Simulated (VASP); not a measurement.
# BaTiO3 (R3m) in VASP: single point with r2SCAN+U

Aim: the single point of BaTiO3 with r2SCAN+U.

Program: VASP 6.6.1. These are calculated values, not measurements. Logs are shortened: lines on timing, memory, paths and dates and some standing lists are left out, and cuts for length are marked.

## 1. The cell of the first run

The structure is trigonal, space group R3m (No. 160). The conventional cell has a = 5.674 Å, b = 5.674 Å, c = 6.963 Å, α = 90.00°, β = 90.00°, γ = 120.00°. Ba (site symmetry 3m) has 12 O at 2.80 to 2.89 Å and 8 Ti at 3.43 to 3.54 Å within 3.7 Å. Ti (site symmetry 3m) has 6 O at 1.92 to 2.09 Å within 2.6 Å. O (site symmetry m) has 2 Ti at 1.92 to 2.09 Å within 2.6 Å.

## 2. Single point, r2SCAN+U

File POSCAR:

```
BaTiO3
1.0
    2.8368974874      1.6378835280      2.3209936158
   -2.8368974874      1.6378835280      2.3209936158
    0.0000000000     -3.2757670560      2.3209936158
Ba Ti O
1 1 3
Direct
    0.9999656897      0.9999656897      0.9999656897
    0.5077048750      0.5077048750      0.5077048750
    0.4922539385      0.4922539385      0.9865215584
    0.4922539385      0.9865215584      0.4922539385
    0.9865215584      0.4922539385      0.4922539385
```

File INCAR.step1:

```
PREC = Accurate ; ENCUT = 520
ISMEAR = 0 ; SIGMA = 0.05
LREAL = F ; LASPH = T
NELM = 150 ; LMAXMIX = 4
LDAU = T ; LDAUTYPE = 2
LDAUL = -1 2 -1 ; LDAUU = 0 4 0
LDAUJ = 0 0 0 ; NBANDS = 28
GGA = PE ; ALGO = Normal
EDIFF = 1E-4 ; LWAVE = T
LCHARG = F
```

File INCAR.step2:

```
PREC = Accurate ; ENCUT = 520
EDIFF = 1E-6 ; ISMEAR = 0
SIGMA = 0.05 ; LREAL = F
LASPH = T ; NELM = 150
ALGO = Normal ; ISIF = 2
LWAVE = F ; LCHARG = F
LMAXMIX = 4 ; LDAU = T
LDAUTYPE = 2 ; LDAUL = -1 2 -1
LDAUU = 0 4 0 ; LDAUJ = 0 0 0
LDAUPRINT = 1 ; METAGGA = R2SCAN
LMIXTAU = T ; NBANDS = 28
ISTART = 1
```

File KPOINTS:

```
Automatic mesh
0
Gamma
  6 6 6
```

Potentials or basis: VASP PAW PBE potentials, release 64 (Ba_sv, Ti_sv, O).

Started as:

```bash
> cat potpaw_PBE.64/Ba_sv/POTCAR potpaw_PBE.64/Ti_sv/POTCAR potpaw_PBE.64/O/POTCAR > POTCAR
> cp INCAR.step1 INCAR
> mpirun -np 1 vasp_std > vasp.out
> cp INCAR.step2 INCAR
> mpirun -np 1 vasp_std > vasp.out
```

OUTCAR:

```text
PREC = Accurate
   ENCUT = 520
   EDIFF = 1E-6
   ISMEAR = 0
   LREAL = F
   LASPH = T
   NELM = 150
   ISIF = 2
   METAGGA = R2SCAN
   ISTART = 1

 ion  position               nearest neighbor table
   1  1.000  1.000  1.000-   3 2.80   4 2.80   5 2.80   5 2.84   4 2.84   4 2.84   5 2.84   3 2.84
                             3 2.84   3 2.89   4 2.89   5 2.89   2 3.43   2 3.46   2 3.46   2 3.46
   2  0.508  0.508  0.508-   3 1.92   4 1.92   5 1.92   3 2.09   4 2.09   5 2.09   1 3.43   1 3.46
                             1 3.46   1 3.46   1 3.49   1 3.49   1 3.49   1 3.54
   3  0.492  0.492  0.987-   2 1.92   2 2.09   1 2.80   1 2.84   1 2.84   1 2.89
   4  0.492  0.987  0.492-   2 1.92   2 2.09   1 2.80   1 2.84   1 2.84   1 2.89
   5  0.987  0.492  0.492-   2 1.92   2 2.09   1 2.80   1 2.84   1 2.84   1 2.89

  LATTYP: Found a trigonal (rhomboedric) cell.
 ALAT       =     4.0146807058
 COS(alpha) =     0.0013455092

  Lattice vectors:

 A1 = (   2.8368974874,   1.6378835280,   2.3209936158)
 A2 = (  -2.8368974874,   1.6378835280,   2.3209936158)
 A3 = (   0.0000000000,  -3.2757670560,   2.3209936158)

Analysis of symmetry for initial positions (statically):
=====================================================================
 Subroutine PRICEL returns:
 Original cell was already a primitive cell.

 Routine SETGRP: Setting up the symmetry group for a
 trigonal (rhombohedral) supercell.

 Subroutine GETGRP returns: Found  6 space group operations
 (whereof  6 operations were pure point group operations)
 out of a pool of 12 trial point group operations.

The static configuration has the point symmetry C_3v.

Analysis of symmetry for dynamics (positions and initial velocities):
=====================================================================
 Subroutine PRICEL returns:
 Original cell was already a primitive cell.

 Routine SETGRP: Setting up the symmetry group for a
 trigonal (rhombohedral) supercell.

 Subroutine GETGRP returns: Found  6 space group operations
 (whereof  6 operations were pure point group operations)
 out of a pool of 12 trial point group operations.

[... 155 lines left out ...]
  0.1481  0.0000 -0.0000  0.0660  0.0000
  0.0000  0.1873 -0.0000 -0.0000  0.0660
 -0.0000 -0.0000  0.0981 -0.0000 -0.0000
  0.0660 -0.0000 -0.0000  0.1873  0.0000
  0.0000  0.0660 -0.0000  0.0000  0.1481

spin component  2

  0.1481  0.0000 -0.0000  0.0660  0.0000
  0.0000  0.1873 -0.0000 -0.0000  0.0660
 -0.0000 -0.0000  0.0981 -0.0000 -0.0000
  0.0660 -0.0000 -0.0000  0.1873  0.0000
  0.0000  0.0660 -0.0000  0.0000  0.1481

 occupancies and eigenvectors

  o =  0.0981  v =  0.0000 -0.0000  1.0000  0.0000  0.0000  0.0000  0.0000  0.0000  0.0000  0.0000      0.0000  0.0000  0.0000  0.0000  0.0000  0.0000  0.0000  0.0000  0.0000  0.0000
  o =  0.0981  v =  0.0000  0.0000  0.0000  0.0000  0.0000  0.0000 -0.0000  1.0000  0.0000  0.0000      0.0000  0.0000  0.0000  0.0000  0.0000  0.0000  0.0000  0.0000  0.0000  0.0000
  o =  0.0988  v =  0.0000 -0.5980 -0.0000  0.0000  0.8015  0.0000  0.0000  0.0000  0.0000  0.0000      0.0000  0.0000  0.0000  0.0000  0.0000  0.0000  0.0000  0.0000  0.0000  0.0000
  o =  0.0988  v =  0.0000  0.0000  0.0000  0.0000  0.0000  0.0000 -0.5980 -0.0000  0.0000  0.8015      0.0000  0.0000  0.0000  0.0000  0.0000  0.0000  0.0000  0.0000  0.0000  0.0000
  o =  0.0988  v =  0.0000  0.0000  0.0000  0.0000  0.0000 -0.8015  0.0000 -0.0000  0.5980  0.0000      0.0000  0.0000  0.0000  0.0000  0.0000  0.0000  0.0000  0.0000  0.0000  0.0000
  o =  0.0988  v = -0.8015  0.0000 -0.0000  0.5980  0.0000  0.0000  0.0000  0.0000  0.0000  0.0000      0.0000  0.0000  0.0000  0.0000  0.0000  0.0000  0.0000  0.0000  0.0000  0.0000
  o =  0.2366  v =  0.0000  0.8015 -0.0000  0.0000  0.5980  0.0000  0.0000  0.0000  0.0000  0.0000      0.0000  0.0000  0.0000  0.0000  0.0000  0.0000  0.0000  0.0000  0.0000  0.0000
  o =  0.2366  v =  0.0000  0.0000  0.0000  0.0000  0.0000  0.0000  0.8015 -0.0000  0.0000  0.5980      0.0000  0.0000  0.0000  0.0000  0.0000  0.0000  0.0000  0.0000  0.0000  0.0000
  o =  0.2366  v =  0.0000  0.0000  0.0000  0.0000  0.0000 -0.5980  0.0000  0.0000 -0.8015 -0.0000      0.0000  0.0000  0.0000  0.0000  0.0000  0.0000  0.0000  0.0000  0.0000  0.0000
  o =  0.2366  v = -0.5980  0.0000  0.0000 -0.8015 -0.0000  0.0000  0.0000  0.0000  0.0000  0.0000      0.0000  0.0000  0.0000  0.0000  0.0000  0.0000  0.0000  0.0000  0.0000  0.0000

 number of electron      40.0000020 magnetization

 Free energy of the ion-electron system (eV)
  ---------------------------------------------------
  ext. energy  EPLUGINS =         0.00000000
  ---------------------------------------------------
  free energy    TOTEN  =       -71.63825248 eV

  energy without entropy =      -71.63825248  energy(sigma->0) =      -71.63825248

 E-fermi :   3.9622     XC(G=0): -11.8656

 val. band max:        3.5694412900   @ k =   0.5000   0.5000   0.5000
 cond. band min:       6.4654789941   @ k =   0.0000   0.0000   0.0000
 fundamental gap:      2.8960377041
 Fermi energy:         3.9621999156

 k-point     1 :       0.0000    0.0000    0.0000
  band No.  band energies     occupation
      1     -56.2548      2.00000
      2     -31.3757      2.00000
      3     -31.3717      2.00000
      4     -31.3717      2.00000
      5     -21.9224      2.00000
      6     -14.3001      2.00000
[... 733 lines left out ...]
     27      12.3252      0.00000
     28      12.8118      0.00000

 [... further k-points ...]
[... 5 lines left out ...]
  --------------------------------------------------------------------------------------
  -------------------------------------------------------------------------------------
  Total        1.5857654      1.5857654      1.4713784      0.0000000      0.0000000      0.0000000
  in kB       39.2642814     39.2642814     36.4320087      0.0000000      0.0000000      0.0000000
  external PRESSURE =      38.3201905 kB  Pullay stress =       0.0000000 kB

 VOLUME and BASIS-vectors are now :
 -----------------------------------------------------------------------------
  energy-cutoff  :      520.00
  volume of cell :       64.71
      direct lattice vectors                 reciprocal lattice vectors
     2.836897487  1.637883528  2.320993616     0.176248878  0.101757337  0.143616652
    -2.836897487  1.637883528  2.320993616    -0.176248878  0.101757337  0.143616652
     0.000000000 -3.275767056  2.320993616     0.000000000 -0.203514675  0.143616652

 POSITION                                       TOTAL-FORCE (eV/Angst)
 -----------------------------------------------------------------------------------
      0.00000      0.00000      6.96274         0.000000      0.000000     -0.020117
      0.00000      0.00000      3.53514         0.000000      0.000000     -0.534608
      0.00000     -1.61911      4.57475         0.000000     -0.256156      0.184909
     -1.40219      0.80955      4.57475        -0.221838      0.128078      0.184909
      1.40219      0.80955      4.57475         0.221838      0.128078      0.184909
 -----------------------------------------------------------------------------------
    total drift:                               -0.000000     -0.000003      0.003503

  FREE ENERGIE OF THE ION-ELECTRON SYSTEM (eV)
  ---------------------------------------------------
  free  energy   TOTEN  =       -71.6382524842 eV

  energy  without entropy=      -71.6382524842  energy(sigma->0) =      -71.63825248
```

It took 3.1 min on 1 thread of Intel Xeon Platinum 8259CL at 2.50GHz (Skylake/Cascade Lake), shared host; peak memory 0.21 GiB.

What came out:

```
Free energy            : -71.6383 eV
Pressure               : 3.8 GPa
Largest force          : 0.535 eV/Å
Band gap on the k mesh : 2.90 eV (least direct gap 3.20 eV)
```

Forces on the atoms (eV/Å):
```
Ba   0.000  0.000 -0.020
Ti   0.000  0.000 -0.535
O    0.000 -0.256  0.185
O   -0.222  0.128  0.185
O    0.222  0.128  0.185
```

Levels at points of the mesh, in eV from the valence-band top:
| k point | band 18 | band 19 | band 20 | band 21 | band 22 | band 23 |
| --- | --- | --- | --- | --- | --- | --- |
| (0.00, 0.00, 0.00) | -0.34 | -0.30 | -0.30 | 2.90 | 2.90 | 2.94 |
| (0.50, 0.00, 0.00) | -1.65 | -0.89 | -0.86 | 3.08 | 4.41 | 4.43 |
| (0.50, 0.50, 0.00) | -0.91 | -0.89 | -0.09 | 4.47 | 4.48 | 4.89 |
| (0.50, 0.50, 0.50) | -0.01 | -0.01 | 0.00 | 5.07 | 5.13 | 5.13 |

Eigenvalues of the final occupation matrices:
| site | spin | trace | eigenvalues |
| --- | --- | --- | --- |
| site 2 d | 1 | 0.77 | 0.10 0.10 0.10 0.24 0.24 |
| site 2 d | 2 | 0.77 | 0.10 0.10 0.10 0.24 0.24 |

Caveat: the cell stands under pressure; the PAW data sets were made with another functional, which shifts forces and pressure a little; spin-orbit coupling is left out, which moves the levels of the heavy elements. A k mesh can miss the band edges.
